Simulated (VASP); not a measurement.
Pt: single point with BLYP

Crystal: Pt.

```
Pt
1.0
    -1.59343    1.59343    1.59343
     1.59343   -1.59343    1.59343
     1.59343    1.59343   -1.59343
Pt
1
Direct
  0.00000 0.00000 0.00000
```

This cell differs from its parent crystal: volume scaled by 0.96.

```json
{
 "Program": "VASP 6.6.1",
 "Task": "single point",
 "Functional": "BLYP",
 "Potentials or basis": "VASP PAW PBE potentials, release 64 (Pt)",
 "Cutoff": "520 eV",
 "k mesh": "15 × 15 × 15",
 "Occupations": "fermi-dirac, width 0.1 eV",
 "Spin": "no spin polarisation",
 "Dipole correction": "no",
 "Further INCAR settings": "ALGO = Normal; EDIFF = 1e-06; NBANDS = 11"
}
```

| Quantity | Value |
| --- | --- |
| Pressure | 9.6 GPa |
| Band gap on the k mesh | zero (band 5 reaches 11.27 eV, above the bottom of band 6 at 9.25 eV) |

Levels at points of the mesh, in eV from the Fermi level:
```csv
k point,band 1,band 2,band 3,band 4,band 5,band 6,band 7,band 8,band 9,band 10
"(0.00, 0.00, 0.00)",-9.14,-3.41,-3.41,-3.41,-1.00,-1.00,17.33,17.33,17.33,26.89
```

It took 8.3 s on 1 thread of Intel(R) Xeon(R) 6975P-C (Granite Rapids), with other jobs on the host, peak memory 0.15 GiB.

Caveat: the PAW data sets were made with another functional, which shifts forces and pressure a little; spin-orbit coupling is left out, which moves the levels of the heavy elements.
